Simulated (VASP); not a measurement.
Runs of VASP 6.6.1 on NaF. The structure is that of space group Pm-3m (No. 221), or close to it. The cells are those of the table. 

```csv
level,cell,k mesh,smearing,grid for exact exchange (PRECFOCK),share of exact exchange,screening parameter,gap on the mesh (eV),pressure (GPa)
HSE06,"a = 2.860 Å, 2 atoms",6 × 6 × 6,gaussian 0.01 eV,Normal,0.25,0.2079 1/Å,7.82,-1.9
r2SCAN,"a = 2.860 Å, 2 atoms",10 × 10 × 10,gaussian 0.01 eV,-,-,-,(c),-4.3
PBE,"a = 2.860 Å, 2 atoms",10 × 10 × 10,fermi-dirac 0.02 eV,-,-,-,(a),0.1
r2SCAN,"a = 2.835, b = 2.793, c = 2.793 Å, 2 atoms",10 × 10 × 10,gaussian 0.01 eV,-,-,-,6.99,-1.6
PBE,"a = 2.835, b = 2.793, c = 2.793 Å, 2 atoms",10 × 10 × 10,fermi-dirac 0.02 eV,-,-,-,5.99,(b)
```

Alike in all rows: task single point; potentials or basis VASP PAW PBE potentials, release 64 (Na_pv, F); no spin polarisation; cutoff (eV) 520.

Question: Fill in the values left out.

Answer: (a) 5.67; (b) 3.2; (c) 6.65.

Caveats: the PAW data sets were made with another functional, which shifts forces and pressure a little (at least some runs); the cell stands under tension (at least some runs); the cell stands under pressure (at least some runs).

A k mesh can miss the band edges.
